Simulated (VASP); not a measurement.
# Mg8HO8 (a cell with a defect) in VASP: notebook

The runs below take Mg8HO8 (a cell with a defect) through single point, with PBE.

All numbers are computed with VASP 6.6.1; they aren't measurements. Logs are shortened: lines on timing, memory, paths and dates and some standing lists are left out, and cuts for length are marked.

**1. The cell of the first run**

The cell holds a defect, 17 atoms: a = 5.511 Å, b = 5.511 Å, c = 5.511 Å, α = 60.00°, β = 60.00°, γ = 60.00°.

**2. Single point, PBE**

The input, INCAR:

```
ALGO = Normal
EDIFF = 1E-7
ENCUT = 520
GGA = PE
ISIF = 2
ISMEAR = 0
LASPH = T
LCHARG = T
LELF = T
LREAL = Auto
LVHAR = T
LWAVE = F
NBANDS = 46
NELECT = 64.0
NELM = 60
PREC = Accurate
SIGMA = 0.02
```

The input, KPOINTS:

```
k-points
0
Gamma
  3 3 3
```

The input, POSCAR:

```
Mg8HO8
1.0
    0.0000000000      3.8970000000      3.8970000000
    3.8970000000      0.0000000000      3.8970000000
    3.8970000000      3.8970000000      0.0000000000
Mg O H
8 8 1
Direct
   -0.0118533487      0.0083704131      0.0039393123
   -0.0059976905      0.0133045933      0.5013707980
   -0.0059817809      0.5058206313      0.0088409033
   -0.0000298948      0.5106542212      0.5062367206
    0.5022191429      0.0084010778      0.0039840903
    0.4935650500     -0.0264033872      0.5418578394
    0.4935319477      0.5463500128     -0.0308737490
    0.4858018989      0.5107149089      0.5062807288
    0.2729647164      0.2593914550      0.2549441878
    0.2429982037      0.2531773159      0.7635853220
    0.2429908904      0.7680186041      0.2487491660
    0.2323986400      0.7596152168      0.7551266359
    0.7155637670      0.2594082628      0.2549502181
    0.7449289197      0.2661257377      0.7467680267
    0.7449477803      0.7511902746      0.2616793687
    0.7555048755      0.7595869900      0.7551371568
    0.4968429561      0.2573718245      0.2529166025
```

Potentials or basis: VASP PAW PBE potentials, release 64 (Mg, O, H).

Launch:

```console
> cat potpaw_PBE.64/Mg/POTCAR potpaw_PBE.64/O/POTCAR potpaw_PBE.64/H/POTCAR > POTCAR
> mpirun -np 1 vasp_std > vasp.out
```

OUTCAR:

```text
EDIFF = 1E-7
   ENCUT = 520
   GGA = PE
   ISIF = 2
   ISMEAR = 0
   LASPH = T
   LREAL = Auto
   NELECT = 64.0
   NELM = 60
   PREC = Accurate

 ion  position               nearest neighbor table
   1  0.988  0.008  0.004-  12 1.94  11 1.95  10 1.95  15 1.95  14 1.95  13 1.96   7 2.67   6 2.67
                             5 2.68   3 2.74   2 2.74   4 2.76   4 2.76   2 2.77   3 2.77   5 2.83
   2  0.994  0.013  0.501-  12 1.92  16 1.92  11 1.94  14 1.94  13 2.05   9 2.05   3 2.71   1 2.74
                             8 2.74   5 2.74   4 2.74   6 2.76   6 2.76   4 2.77   5 2.77   8 2.77
   3  0.994  0.506  0.009-  12 1.92  16 1.92  10 1.94  15 1.94  13 2.05   9 2.05   2 2.71   1 2.74
                             8 2.74   5 2.74   4 2.74   7 2.76   7 2.76   4 2.77   5 2.77   8 2.77
   4  1.000  0.511  0.506-  16 1.94  14 1.95  15 1.95  10 1.95  11 1.95   9 1.96   7 2.68   6 2.68
                             8 2.68   3 2.74   2 2.74   1 2.76   1 2.76   2 2.77   3 2.77   8 2.83
   5  0.502  0.008  0.004-  16 1.94  11 1.95  10 1.95  15 1.95  14 1.95   9 1.96   7 2.67   6 2.67
                             1 2.68   3 2.74   2 2.74   8 2.76   8 2.76   2 2.77   3 2.77   1 2.83
   6  0.494  0.974  0.542-  17 1.58  12 1.86  16 1.86  10 1.96  15 1.97   9 1.99  13 2.00   7 2.35
                             1 2.67   5 2.67   8 2.68   4 2.68   2 2.76   2 2.76   4 2.85   8 2.85
   7  0.494  0.546  0.969-  17 1.58  12 1.86  16 1.86  11 1.96  14 1.97   9 1.99  13 2.00   6 2.35
                             1 2.67   5 2.67   8 2.68   4 2.68   3 2.76   3 2.76   4 2.85   8 2.85
   8  0.486  0.511  0.506-  12 1.94  14 1.95  15 1.95  10 1.95  11 1.95  13 1.96   7 2.68   6 2.68
                             4 2.68   3 2.74   2 2.74   5 2.76   5 2.76   2 2.77   3 2.77   4 2.83
   9  0.273  0.259  0.255-  17 1.22   5 1.96   4 1.96   6 1.99   7 1.99   3 2.05   2 2.05
  10  0.243  0.253  0.764-   3 1.94   5 1.95   1 1.95   8 1.95   4 1.95   6 1.96
  11  0.243  0.768  0.249-   2 1.94   5 1.95   1 1.95   8 1.95   4 1.95   7 1.96
  12  0.232  0.760  0.755-   7 1.86   6 1.86   2 1.92   3 1.92   1 1.94   8 1.94
  13  0.716  0.259  0.255-  17 1.22   1 1.96   8 1.96   6 2.00   7 2.00   2 2.05   3 2.05
  14  0.745  0.266  0.747-   2 1.94   4 1.95   8 1.95   1 1.95   5 1.95   7 1.97
  15  0.745  0.751  0.262-   3 1.94   4 1.95   8 1.95   1 1.95   5 1.95   6 1.97
  16  0.756  0.760  0.755-   7 1.86   6 1.86   2 1.92   3 1.92   5 1.94   4 1.94
  17  0.497  0.257  0.253-  13 1.22   9 1.22   6 1.58   7 1.58

  LATTYP: Found a face centered cubic cell.
 ALAT       =     7.7940000000

  Lattice vectors:

 A1 = (   0.0000000000,   3.8970000000,   3.8970000000)
 A2 = (   3.8970000000,   0.0000000000,   3.8970000000)
 A3 = (   3.8970000000,   3.8970000000,   0.0000000000)

Analysis of symmetry for initial positions (statically):
=====================================================================
 Subroutine PRICEL returns:
 Original cell was already a primitive cell.

 Routine SETGRP: Setting up the symmetry group for a
 face centered cubic supercell.

 Subroutine GETGRP returns: Found  1 space group operations
 (whereof  1 operations were pure point group operations)
 out of a pool of 48 trial point group operations.

The static configuration has the point symmetry C_1 .

Analysis of symmetry for dynamics (positions and initial velocities):
=====================================================================
 Subroutine PRICEL returns:
 Original cell was already a primitive cell.

 Routine SETGRP: Setting up the symmetry group for a
 face centered cubic supercell.

 Subroutine GETGRP returns: Found  1 space group operations
 (whereof  1 operations were pure point group operations)
 out of a pool of 48 trial point group operations.

The dynamic configuration has the point symmetry C_1 .

 Subroutine INISYM returns: Found  1 space group operations
 (whereof  1 operations are pure point group operations),
 and found     1 'primitive' translations

----------------------------------------------------------------------------------------

                                     Primitive cell

  volume of cell :     118.3644

  direct lattice vectors                    reciprocal lattice vectors
     0.000000000  3.897000000  3.897000000    -0.128303823  0.128303823  0.128303823
     3.897000000  0.000000000  3.897000000     0.128303823 -0.128303823  0.128303823
     3.897000000  3.897000000  0.000000000     0.128303823  0.128303823 -0.128303823

  length of vectors
     5.511190253  5.511190253  5.511190253     0.222228741  0.222228741  0.222228741

  position of ions in fractional coordinates (direct lattice)
     0.988146651  0.008370413  0.003939312
     0.994002309  0.013304593  0.501370798
     0.994018219  0.505820631  0.008840903
[... 54 lines left out ...]
     0.000000000  0.000000000  0.000000000

 Subroutine IBZKPT returns following result:
 ===========================================

 Found     14 irreducible k-points:

 Following reciprocal coordinates:
            Coordinates               Weight
  0.000000  0.000000  0.000000      1.000000
  0.333333  0.000000  0.000000      2.000000
  0.000000  0.333333  0.000000      2.000000
  0.000000  0.000000  0.333333      2.000000
  0.333333  0.333333  0.333333      2.000000
  0.333333  0.333333  0.000000      2.000000
  0.000000  0.333333  0.333333      2.000000
  0.333333  0.000000  0.333333      2.000000
 -0.333333  0.333333  0.000000      2.000000
  0.000000 -0.333333  0.333333      2.000000
  0.333333  0.000000 -0.333333      2.000000
  0.333333  0.333333 -0.333333      2.000000
 -0.333333  0.333333 -0.333333      2.000000
  0.333333 -0.333333 -0.333333      2.000000
   k-points           NKPTS =     14   k-points in BZ     NKDIM =     14   number of bands    NBANDS=     46
   number of dos      NEDOS =    301   number of ions     NIONS =     17
   total plane-waves  NPLWV =  74088
   dimension x,y,z NGX =    42 NGY =   42 NGZ =   42
   dimension x,y,z NGXF=    84 NGYF=   84 NGZF=   84
   ions per type =               8   8   1
   NGX,Y,Z   is equivalent  to a cutoff of  12.67, 12.67, 12.67 a.u.
   NGXF,Y,Z  is equivalent  to a cutoff of  25.34, 25.34, 25.34 a.u.
 SYSTEM =  unknown system
   PREC   = accura    normal or accurate (medium, high low for compatibility)
   ISTART =      0    job   : 0-new  1-cont  2-samecut
   ICHARG =      2    charge: 1-file 2-atom 10-const
   ISPIN  =      1    spin polarized calculation?
   LNONCOLLINEAR =      F non collinear calculations
   LSORBIT =      F    spin-orbit coupling
   LASPH  =      T    aspherical Exc in radial PAW
   ENCUT  =  520.0 eV  38.22 Ry    6.18 a.u.  10.25 10.25 10.25*2*pi/ulx,y,z
   NELM   =     60;   NELMIN=  2; NELMDL= -5     # of ELM steps
   EDIFF  = 0.1E-06   stopping-criterion for ELM
   LREAL  =      T    real-space projection
   EDIFFG = 0.1E-05   stopping-criterion for IOM
   NSW    =      0    number of steps for IOM
   IBRION =     -1    ionic relax: 0-MD 1-quasi-New 2-CG
   NFREE  =      0    steps in history (QN), initial steepest desc. (CG)
   ISIF   =      2    stress and relaxation
   ISYM   =      2    0-nonsym 1-usesym 2-fastsym
   POTIM  = 0.5000    time-step for ionic-motion
   TEBEG  =    0.0;   TEEND  =   0.0 temperature during run
   PSTRESS=    0.0 pullay stress
   NELECT =      64.0000    total number of electrons
   NUPDOWN=      -1.0000    fix difference up-down
   EMIN   =  10.00;   EMAX   =-10.00  energy-range for DOS
   EFERMI =   0.00;   METHOD = LEGACY
   ISMEAR =     0;   SIGMA  =   0.02  broadening in eV -4-tet -1-fermi 0-gaus
   EFERMI_NEDOS =   21; number of points for ismear=-14 and -15
   IALGO  =     38    algorithm
   IMIX   =      4    mixing-type and parameters
     AMIX     =   0.40;   BMIX     =  1.00
     AMIX_MAG =   1.60;   BMIX_MAG =  1.00
  volume/ion in A,a.u.               =       6.96        46.99
  Fermi-wavevector in a.u.,A,eV,Ry     =   1.333709  2.520345 24.201767  1.778780
  Thomas-Fermi vector in A             =   2.462546
   LORBIT       =      0    0 simple, 1 ext, 2 COOP (PROOUT), +10 PAW based schemes
   GGA     = PE    functional components
   LHFCALC =     F    Hartree Fock is set to
   AEXX    =    0.0000 exact exchange contribution
   IVDW    =     0    specifies the selected vdW correction
   LEPSILON=     F    determine dielectric tensor
   LRPA    =     F    only Hartree local field effects (RPA)
 non-spin polarized calculation
 Gauss-broadening in eV      SIGMA  =   0.02
  energy-cutoff  :      520.00
  volume of cell :      118.36
 maximum number of plane-waves:      3198
 NGX is ok and might be reduce to    42
   NGX = 21   NGY = 21   NGZ = 21

 number of electron      63.9999999 magnetization

 Free energy of the ion-electron system (eV)
  ---------------------------------------------------
  ext. energy  EPLUGINS =         0.00000000
  ---------------------------------------------------
  free energy    TOTEN  =       -97.08056300 eV

  energy without entropy =      -97.08056300  energy(sigma->0) =      -97.08056300

 E-fermi :   5.4904     XC(G=0): -12.2228

 val. band max:        5.2972520321   @ k =   0.0000   0.0000   0.0000
 cond. band min:      11.6423342363   @ k =   0.0000   0.0000   0.0000
 fundamental gap:      6.3450822043
 Fermi energy:         5.4903871982

 k-point     1 :       0.0000    0.0000    0.0000
  band No.  band energies     occupation
      1     -14.4494      2.00000
      2     -12.3613      2.00000
      3     -12.2926      2.00000
      4     -11.2332      2.00000
      5     -11.0446      2.00000
      6     -11.0219      2.00000
[... 647 lines left out ...]
     43      17.8959      0.00000
     44      18.0623      0.00000
 [bands above 44 left out]

------------------------ aborting loop because EDIFF is reached ----------------------------------------

  FORCE on cell =-STRESS in cart. coord.  units (eV):
  Direction    XX          YY          ZZ          XY          YZ          ZX
  --------------------------------------------------------------------------------------
  -------------------------------------------------------------------------------------
  Total       41.4766832     46.1882864     46.1836848     -0.0016154     -7.8347143     -0.0065702
  in kB      561.4271216    625.2032388    625.1409524     -0.0218656   -106.0504542     -0.0889345
  external PRESSURE =     603.9237709 kB  Pullay stress =       0.0000000 kB

 VOLUME and BASIS-vectors are now :
 -----------------------------------------------------------------------------
  energy-cutoff  :      520.00
  volume of cell :      118.36
      direct lattice vectors                 reciprocal lattice vectors
     0.000000000  3.897000000  3.897000000    -0.128303823  0.128303823  0.128303823
     3.897000000  0.000000000  3.897000000     0.128303823 -0.128303823  0.128303823
     3.897000000  3.897000000  0.000000000     0.128303823  0.128303823 -0.128303823

 POSITION                                       TOTAL-FORCE (eV/Angst)
 -----------------------------------------------------------------------------------
      0.04797      3.86616      3.88343        -0.020200      0.004083      0.004818
      2.00569      5.82747      3.92548         0.002471      0.021955     -0.016627
      2.00564      3.90814      5.84487        -0.001205     -0.013860      0.020046
      3.96282      5.86969      5.88690         0.022291     -0.002288     -0.000053
      0.04827      1.97267      1.98989        -0.017062     -0.002574     -0.000893
      5.90573      4.03504      5.71753        -0.006852      0.026769     -0.029917
[... 9 lines left out ...]
      5.90288      5.88697      5.90431        -0.001536      0.017528      0.015662
      1.98859      2.92181      2.93917         0.013170      0.009378      0.011562
 -----------------------------------------------------------------------------------
    total drift:                                0.011764     -0.000719      0.003261

  FREE ENERGIE OF THE ION-ELECTRON SYSTEM (eV)
  ---------------------------------------------------
  free  energy   TOTEN  =       -97.0805629975 eV

  energy  without entropy=      -97.0805629975  energy(sigma->0) =      -97.08056300
```

Run time: 2.2 min. Hardware: 1 thread of Intel Xeon 6975P-C (Granite Rapids), shared host; peak memory 0.28 GiB.

Results:

* Free energy: -97.0806 eV
* Largest force: 0.058 eV/Å

Forces on the atoms (eV/Å):
```
Mg  -0.020  0.004  0.005
Mg   0.002  0.022 -0.017
Mg  -0.001 -0.014  0.020
Mg   0.022 -0.002  0.000
Mg  -0.017 -0.003 -0.001
Mg  -0.007  0.027 -0.030
Mg  -0.007 -0.028  0.028
Mg   0.022  0.003  0.003
O   -0.001 -0.041 -0.042
O    0.001  0.003 -0.003
O    0.003 -0.004  0.000
O    0.000 -0.015 -0.018
O   -0.003  0.026  0.030
O   -0.005 -0.005  0.001
O   -0.002  0.001 -0.003
O   -0.002  0.018  0.016
H    0.013  0.009  0.012
```

Caveat: the k points lie up to 0.47 Å⁻¹ apart; the cell carries a net charge on a neutralising background, which shifts energy and pressure; the cell is charged against a uniform background, so pressure and absolute levels hang on convention.

**3. Single point, PBE**

The input, INCAR:

```
SYSTEM = Mg8HO8
PREC = Accurate
ENCUT = 520
EDIFF = 1E-6
ISMEAR = 0
SIGMA = 0.02
LREAL = Auto
LASPH = .True.
NELM = 100
ALGO = Normal
ISIF = 2
LWAVE = .False.
LCHARG = .False.
GGA = PE
NBANDS = 46
NELECT = 64.0
```

The input, KPOINTS:

```
Automatic mesh
0
Gamma
  3 3 3
  0 0 0
```

The input, POSCAR:

```
Mg8HO8
1.0
    0.0000000000      3.8970000000      3.8970000000
    3.8970000000      0.0000000000      3.8970000000
    3.8970000000      3.8970000000      0.0000000000
Mg O H
8 8 1
Direct
   -0.0006393380      0.0001438286      0.0036519117
   -0.0005440082      0.0002378753      0.4961578137
   -0.0064799846      0.5078459071     -0.0010522197
    0.0052912497      0.4915011547      0.5012260713
    0.5082427508     -0.0054036438     -0.0017903516
    0.4918433410      0.0061417757      0.5006288170
    0.4995851937      0.4972785476     -0.0348826020
    0.4994028740      0.4970977675      0.5377300488
    0.2484562484      0.2486222735      0.2438239672
    0.2483639979      0.2485292533      0.7585136002
    0.2801927123      0.7211611496      0.2490451629
    0.2384382859      0.7607900949      0.7500623557
    0.7229323839      0.2781458814      0.2491812933
    0.7614594560      0.2378500128      0.7500227098
    0.7504089043      0.7505677444      0.2566973313
    0.7505710803      0.7507250449      0.7413693867
    0.4992690531      0.5177032333      0.2414148063
```

Potentials or basis: VASP PAW PBE potentials, release 64 (Mg, O, H).

Launch:

```console
> cat potpaw_PBE.64/Mg/POTCAR potpaw_PBE.64/O/POTCAR potpaw_PBE.64/H/POTCAR > POTCAR
> mpirun -np 1 vasp_std > vasp.out
```

Wall time 7.7 min (1 thread of AMD EPYC 7R13, shared host); peak memory 0.25 GiB.

It converged, with:

```
Free energy   : -97.0853 eV
Largest force : 0.239 eV/Å
```

Forces in eV/Å, atoms in the order of the input:
```
Mg  -0.021 -0.020  0.004
Mg   0.018  0.018  0.003
Mg  -0.009  0.013  0.003
Mg  -0.006  0.008 -0.032
Mg   0.005  0.000  0.036
Mg  -0.004  0.005 -0.002
Mg  -0.059  0.016  0.022
Mg  -0.017  0.058  0.032
O   -0.009  0.003  0.012
O   -0.006  0.006  0.010
O    0.059 -0.057 -0.015
O    0.000  0.008  0.004
O   -0.067  0.067 -0.019
O   -0.028  0.035  0.004
O   -0.008  0.005  0.000
O    0.002  0.014 -0.013
H    0.151 -0.179 -0.049
```

Levels at points of the mesh, in eV from the Fermi level:
```
           k point  band 29  band 30  band 31  band 32  band 33  band 34  band 35  band 36
(0.00, 0.00, 0.00)    -0.70    -0.15    -0.13    -0.09     6.25     8.15     8.98     9.27
```

Caveat: the k points lie up to 0.47 Å⁻¹ apart; the cell carries a net charge on a neutralising background, which shifts energy and pressure; the cell is charged against a uniform background, so pressure and absolute levels hang on convention.
